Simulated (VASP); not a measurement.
# CuO (C2/c) in VASP: single point with PBE+U

Aim: the single point of CuO with PBE+U.

Program: VASP 6.6.1. These are calculated values, not measurements. Logs are shortened: lines on timing, memory, paths and dates and some standing lists are left out, and cuts for length are marked.

## 1. The cell of the first run

The structure is monoclinic, space group C2/c (No. 15). Conventional cell: a = 4.683 Å, b = 3.420 Å, c = 5.124 Å, α = 90.00°, β = 99.71°, γ = 90.00°. Within 2.9 Å of O (site symmetry 2) lie 6 Cu at 1.95 to 2.78 Å and 6 O at 2.62 to 2.90 Å. Cu (site symmetry -1) has 4 O at 1.95 to 1.96 Å within 2.6 Å.

## 2. Single point, PBE+U, collinear spin

Input file INCAR:

```
PREC = Accurate
ENCUT = 820
EDIFF = 1E-6
ISMEAR = -1
SIGMA = 0.1
LREAL = False
LASPH = True
NELM = 200
ALGO = Normal
ISIF = 2
LWAVE = False
LCHARG = False
ISPIN = 2
MAGMOM = 0 0 1 -1
LORBIT = 11
LMAXMIX = 4
LDAU = True
LDAUTYPE = 2
LDAUL = -1 2
LDAUU = 0 4
LDAUJ = 0 0
LDAUPRINT = 1
GGA = PE
ISYM = 0
NBANDS = 37
GGA_COMPAT = False
```

Input file KPOINTS:

```
Automatic mesh
0
Gamma
  7 7 4
```

Input file POSCAR:

```
CuO
1.0
    2.3415000000     -1.7101500000      0.0000000000
    2.3415000000      1.7101500000      0.0000000000
   -0.8640400000      0.0000000000      5.0511300000
O Cu
2 2
Direct
    0.5830000000      0.4170000000      0.2500000000
    0.4170000000      0.5830000000      0.7500000000
    0.0000000000      0.5000000000      0.0000000000
    0.5000000000      0.0000000000      0.5000000000
```

Potentials or basis: VASP PAW PBE potentials, release 64 (O, Cu_sv_GW).

Launch:

```
> cat potpaw_PBE.64/O/POTCAR potpaw_PBE.64/Cu_sv_GW/POTCAR > POTCAR
> mpirun -np 1 vasp_std > vasp.out
```

OUTCAR:

```text
PREC = Accurate
   ENCUT = 820
   EDIFF = 1E-6
   ISMEAR = -1
   LREAL = False
   LASPH = True
   NELM = 200
   ISIF = 2
   ISPIN = 2
   LORBIT = 11
   GGA = PE
   ISYM = 0

 ion  position               nearest neighbor table
   1  0.583  0.417  0.250-   4 1.95   3 1.95   4 1.96   3 1.96
   2  0.417  0.583  0.750-   3 1.95   4 1.95   4 1.96   3 1.96
   3  0.000  0.500  0.000-   1 1.95   2 1.95   2 1.96   1 1.96
   4  0.500  0.000  0.500-   2 1.95   1 1.95   2 1.96   1 1.96

IMPORTANT INFORMATION: All symmetrisations will be switched off!
NOSYMM: (Re-)initialisation of all symmetry stuff for point group C_1.

----------------------------------------------------------------------------------------

                                     Primitive cell

  volume of cell :      40.4526

  direct lattice vectors                    reciprocal lattice vectors
     2.341500000 -1.710150000  0.000000000     0.213538330 -0.292372014  0.036527601
     2.341500000  1.710150000  0.000000000     0.213538330  0.292372014  0.036527601
    -0.864040000  0.000000000  5.051130000     0.000000000  0.000000000  0.197975503

  length of vectors
     2.899523284  2.899523284  5.124497966     0.363887728  0.363887728  0.197975503

  position of ions in fractional coordinates (direct lattice)
     0.583000000  0.417000000  0.250000000
     0.417000000  0.583000000  0.750000000
     0.000000000  0.500000000  0.000000000
     0.500000000  0.000000000  0.500000000

  ion indices of the primitive-cell ions
   primitive index   ion index
                 1           1
                 2           2
                 3           3
                 4           4

----------------------------------------------------------------------------------------

 KPOINTS: Automatic mesh

Automatic generation of k-mesh.
 Grid dimensions read from file:
 generate k-points for:    7    7    4

 Generating k-lattice:

  Cartesian coordinates                     Fractional coordinates (reciprocal lattice)
     0.030505476 -0.041767431  0.005218229     0.142857143  0.000000000 -0.000000000
     0.030505476  0.041767431  0.005218229     0.000000000  0.142857143 -0.000000000
     0.000000000  0.000000000  0.049493876     0.000000000  0.000000000  0.250000000

  Length of vectors
     0.051983961  0.051983961  0.049493876

  Shift w.r.t. Gamma in fractional coordinates (k-lattice)
     0.000000000  0.000000000  0.000000000

 Subroutine IBZKPT returns following result:
 ===========================================

 Found     99 irreducible k-points:

 Following reciprocal coordinates:
            Coordinates               Weight
  0.000000  0.000000  0.000000      1.000000
  0.142857 -0.000000  0.000000      2.000000
  0.000000 -0.142857 -0.000000      2.000000
  0.285714 -0.000000 -0.000000      2.000000
  0.000000 -0.285714  0.000000      2.000000
  0.428571 -0.000000  0.000000      2.000000
[... 16 lines left out ...]
 -0.285714  0.285714  0.000000      2.000000
  0.428571  0.428571  0.000000      2.000000
 [... further k-points ...]
[... 65 lines left out ...]
spin component  1

  0.9358 -0.0020  0.0092 -0.0068  0.0025
 -0.0020  0.9557  0.0005 -0.0141  0.0052
  0.0092  0.0005  0.9491  0.0003 -0.0014
 -0.0068 -0.0141  0.0003  0.9691 -0.0075
  0.0025  0.0052 -0.0014 -0.0075  0.9494

spin component  2

  0.9271 -0.0357  0.0109  0.0381 -0.0124
 -0.0357  0.7578  0.0029  0.2595 -0.0851
  0.0109  0.0029  0.9488 -0.0025 -0.0005
  0.0381  0.2595 -0.0025  0.5884  0.1185
 -0.0124 -0.0851 -0.0005  0.1185  0.9087

 occupancies and eigenvectors

  o =  0.3562  v =  0.0000  0.0000  0.0000  0.0000  0.0000 -0.0931 -0.5656  0.0075  0.7784 -0.2561      0.0000  0.0000  0.0000  0.0000  0.0000  0.0000  0.0000  0.0000  0.0000  0.0000
  o =  0.9249  v =  0.0000  0.0000  0.0000  0.0000  0.0000  0.8633  0.1960 -0.3988  0.2149 -0.1050      0.0000  0.0000  0.0000  0.0000  0.0000  0.0000  0.0000  0.0000  0.0000  0.0000
  o =  0.9290  v =  0.8606  0.1973 -0.4105  0.1981 -0.1130  0.0000  0.0000  0.0000  0.0000  0.0000      0.0000  0.0000  0.0000  0.0000  0.0000  0.0000  0.0000  0.0000  0.0000  0.0000
  o =  0.9468  v = -0.0928 -0.0142 -0.1135 -0.3461 -0.9266  0.0000  0.0000  0.0000  0.0000  0.0000      0.0000  0.0000  0.0000  0.0000  0.0000  0.0000  0.0000  0.0000  0.0000  0.0000
  o =  0.9473  v =  0.0000  0.0000  0.0000  0.0000  0.0000  0.0953 -0.6962 -0.3822 -0.5610 -0.2132      0.0000  0.0000  0.0000  0.0000  0.0000  0.0000  0.0000  0.0000  0.0000  0.0000
  o =  0.9477  v =  0.0000  0.0000  0.0000  0.0000  0.0000  0.1522 -0.3224 -0.0253  0.0900  0.9296      0.0000  0.0000  0.0000  0.0000  0.0000  0.0000  0.0000  0.0000  0.0000  0.0000
  o =  0.9478  v =  0.1388 -0.8055 -0.3497 -0.4139  0.1958  0.0000  0.0000  0.0000  0.0000  0.0000      0.0000  0.0000  0.0000  0.0000  0.0000  0.0000  0.0000  0.0000  0.0000  0.0000
  o =  0.9542  v = -0.4659  0.2556 -0.8342  0.1018  0.1069  0.0000  0.0000  0.0000  0.0000  0.0000      0.0000  0.0000  0.0000  0.0000  0.0000  0.0000  0.0000  0.0000  0.0000  0.0000
  o =  0.9546  v =  0.0000  0.0000  0.0000  0.0000  0.0000 -0.4623  0.2303 -0.8332  0.1587  0.1175      0.0000  0.0000  0.0000  0.0000  0.0000  0.0000  0.0000  0.0000  0.0000  0.0000
  o =  0.9812  v =  0.1203  0.4968  0.0219 -0.8120  0.2809  0.0000  0.0000  0.0000  0.0000  0.0000      0.0000  0.0000  0.0000  0.0000  0.0000  0.0000  0.0000  0.0000  0.0000  0.0000

atom =   4  type =  2  l = 2

 onsite density matrix

spin component  1

  0.9271 -0.0357 -0.0109 -0.0381  0.0124
 -0.0357  0.7578 -0.0029 -0.2595  0.0850
 -0.0109 -0.0029  0.9488 -0.0025 -0.0005
 -0.0381 -0.2595 -0.0025  0.5884  0.1185
  0.0124  0.0850 -0.0005  0.1185  0.9087

spin component  2

  0.9358 -0.0020 -0.0092  0.0068 -0.0025
 -0.0020  0.9557 -0.0005  0.0141 -0.0052
 -0.0092 -0.0005  0.9491  0.0003 -0.0014
  0.0068  0.0141  0.0003  0.9691 -0.0075
 -0.0025 -0.0052 -0.0014 -0.0075  0.9494

 occupancies and eigenvectors

  o =  0.3563  v =  0.0931  0.5656  0.0075  0.7784 -0.2561  0.0000  0.0000  0.0000  0.0000  0.0000      0.0000  0.0000  0.0000  0.0000  0.0000  0.0000  0.0000  0.0000  0.0000  0.0000
  o =  0.9249  v =  0.8633  0.1960  0.3988 -0.2149  0.1050  0.0000  0.0000  0.0000  0.0000  0.0000      0.0000  0.0000  0.0000  0.0000  0.0000  0.0000  0.0000  0.0000  0.0000  0.0000
  o =  0.9290  v =  0.0000  0.0000  0.0000  0.0000  0.0000  0.8606  0.1973  0.4105 -0.1981  0.1130      0.0000  0.0000  0.0000  0.0000  0.0000  0.0000  0.0000  0.0000  0.0000  0.0000
  o =  0.9468  v =  0.0000  0.0000  0.0000  0.0000  0.0000  0.0928  0.0142 -0.1135 -0.3460 -0.9266      0.0000  0.0000  0.0000  0.0000  0.0000  0.0000  0.0000  0.0000  0.0000  0.0000
  o =  0.9473  v = -0.0953  0.6962 -0.3822 -0.5610 -0.2133  0.0000  0.0000  0.0000  0.0000  0.0000      0.0000  0.0000  0.0000  0.0000  0.0000  0.0000  0.0000  0.0000  0.0000  0.0000
  o =  0.9477  v = -0.1522  0.3225 -0.0254  0.0899  0.9296  0.0000  0.0000  0.0000  0.0000  0.0000      0.0000  0.0000  0.0000  0.0000  0.0000  0.0000  0.0000  0.0000  0.0000  0.0000
  o =  0.9478  v =  0.0000  0.0000  0.0000  0.0000  0.0000  0.1388 -0.8055  0.3497  0.4139 -0.1958      0.0000  0.0000  0.0000  0.0000  0.0000  0.0000  0.0000  0.0000  0.0000  0.0000
  o =  0.9542  v =  0.0000  0.0000  0.0000  0.0000  0.0000  0.4659 -0.2556 -0.8342  0.1018  0.1069      0.0000  0.0000  0.0000  0.0000  0.0000  0.0000  0.0000  0.0000  0.0000  0.0000
  o =  0.9546  v = -0.4623  0.2303  0.8332 -0.1587 -0.1175  0.0000  0.0000  0.0000  0.0000  0.0000      0.0000  0.0000  0.0000  0.0000  0.0000  0.0000  0.0000  0.0000  0.0000  0.0000
  o =  0.9812  v =  0.0000  0.0000  0.0000  0.0000  0.0000 -0.1204 -0.4968  0.0219 -0.8120  0.2809      0.0000  0.0000  0.0000  0.0000  0.0000  0.0000  0.0000  0.0000  0.0000  0.0000

 number of electron      49.9999994 magnetization      -0.0000000

 Free energy of the ion-electron system (eV)
  ---------------------------------------------------
  ext. energy  EPLUGINS =         0.00000000
  ---------------------------------------------------
  free energy    TOTEN  =       -16.62903217 eV

  energy without entropy =      -16.62761074  energy(sigma->0) =      -16.62832145

 E-fermi :   5.7309     XC(G=0): -12.2523

 val. band max:        5.3308002010   @ k =   0.0000   0.0000   0.0000
 cond. band min:       6.1181214571   @ k =  -0.1429  -0.2857   0.5000
 fundamental gap:      0.7873212562
 Fermi energy:         5.7309014692

 spin component 1

 k-point     1 :       0.0000    0.0000    0.0000
  band No.  band energies     occupation
      1    -107.1619      1.00000
      2    -106.3278      1.00000
      3     -64.9079      1.00000
      4     -64.8826      1.00000
      5     -63.8270      1.00000
      6     -63.8193      1.00000
[... 1913 lines left out ...]
     36      23.7791      0.00000
     37      23.9428      0.00000

 [... further k-points ...]
[... 5 lines left out ...]
  --------------------------------------------------------------------------------------
  -------------------------------------------------------------------------------------
  Total        1.2491045      1.3596746      1.5661152      0.0000741      0.0000335     -0.0625251
  in kB       49.4723400     53.8516057     62.0279412      0.0029341      0.0013288     -2.4763847
  external PRESSURE =      55.1172957 kB  Pullay stress =       0.0000000 kB

 VOLUME and BASIS-vectors are now :
 -----------------------------------------------------------------------------
  energy-cutoff  :      820.00
  volume of cell :       40.45
      direct lattice vectors                 reciprocal lattice vectors
     2.341500000 -1.710150000  0.000000000     0.213538330 -0.292372014  0.036527601
     2.341500000  1.710150000  0.000000000     0.213538330  0.292372014  0.036527601
    -0.864040000  0.000000000  5.051130000     0.000000000  0.000000000  0.197975503

 POSITION                                       TOTAL-FORCE (eV/Angst)
 -----------------------------------------------------------------------------------
      2.12549     -0.28388      1.26278        -0.000129      0.020990     -0.000107
      1.69347      0.28388      3.78835        -0.000142     -0.021010     -0.000111
      1.17075      0.85508      0.00000        -0.000391      0.000013      0.000622
      0.73873     -0.85508      2.52556         0.000662      0.000007     -0.000403
 -----------------------------------------------------------------------------------
    total drift:                                0.000545      0.000077      0.000425

  FREE ENERGIE OF THE ION-ELECTRON SYSTEM (eV)
  ---------------------------------------------------
  free  energy   TOTEN  =       -16.6290321710 eV

  energy  without entropy=      -16.6276107362  energy(sigma->0) =      -16.62832145

 total charge

# of ion       s       p       d       f       tot
--------------------------------------------------
    1        1.557   3.442   0.000   0.000   5.000
    2        1.557   3.442   0.000   0.000   5.000
    3        2.241   6.370   8.864   0.013  17.488
    4        2.241   6.370   8.864   0.013  17.488
--------------------------------------------------
tot          7.597  19.625  17.727   0.026  44.975

 magnetization (x)

# of ion       s       p       d       f       tot
--------------------------------------------------
    1       -0.000  -0.000   0.000   0.000  -0.000
    2        0.000  -0.000   0.000   0.000  -0.000
    3       -0.004  -0.007   0.628   0.000   0.618
    4        0.004   0.007  -0.628  -0.000  -0.618
--------------------------------------------------
tot          0.000  -0.000   0.000   0.000   0.000
```

Run time: 4.9 min. Hardware: 1 thread of Intel Xeon 6975P-C (Granite Rapids), shared host; peak memory 0.53 GiB.

What came out:

```
Free energy                                           : -16.6290 eV
Pressure                                              : 5.5 GPa
Largest force                                         : 0.021 eV/Å
Band gap on the k mesh                                : 0.79 eV (least direct gap 1.03 eV)
Net moment                                            : 0.00 μB per cell
Site moments                                          : O -0.00; Cu +0.62, -0.62 μB
Valence electrons inside the program's atomic spheres : O 5.00; Cu 17.49
```

Forces on the atoms (eV/Å):
```
O    0.000  0.021  0.000
O    0.000 -0.021  0.000
Cu   0.000  0.000  0.001
Cu   0.001  0.000  0.000
```

Levels at points of the mesh, in eV from the valence-band top:
Spin up:
```tsv
k point	band 23	band 24	band 25	band 26	band 27	band 28
(0.00, 0.00, 0.00)	-2.31	-1.97	0.00	1.91	2.07	6.49
(0.00, 0.00, 0.50)	-1.59	-1.57	-0.36	1.77	4.26	4.36
```
Spin down:
```tsv
k point	band 21	band 22	band 23	band 24	band 25	band 26	band 27	band 28	band 29	band 30
(0.00, 0.00, 0.00)	-2.60	-2.49	-2.31	-1.97	0.00	1.91	2.07	6.49	8.62	13.80
(0.00, 0.00, 0.50)	-3.05	-2.87	-1.59	-1.57	-0.36	1.77	4.26	4.36	12.08	12.10
```

Eigenvalues of the final occupation matrices:
```csv
site,spin,trace,eigenvalues
site 3 d,1,4.76,0.93 0.95 0.95 0.95 0.98
site 3 d,2,4.13,0.36 0.92 0.95 0.95 0.95
site 4 d,1,4.13,0.36 0.92 0.95 0.95 0.95
site 4 d,2,4.76,0.93 0.95 0.95 0.95 0.98
```

Caveat: the cell stands under pressure; semilocal functionals underestimate gaps, and a narrow one can read as zero.
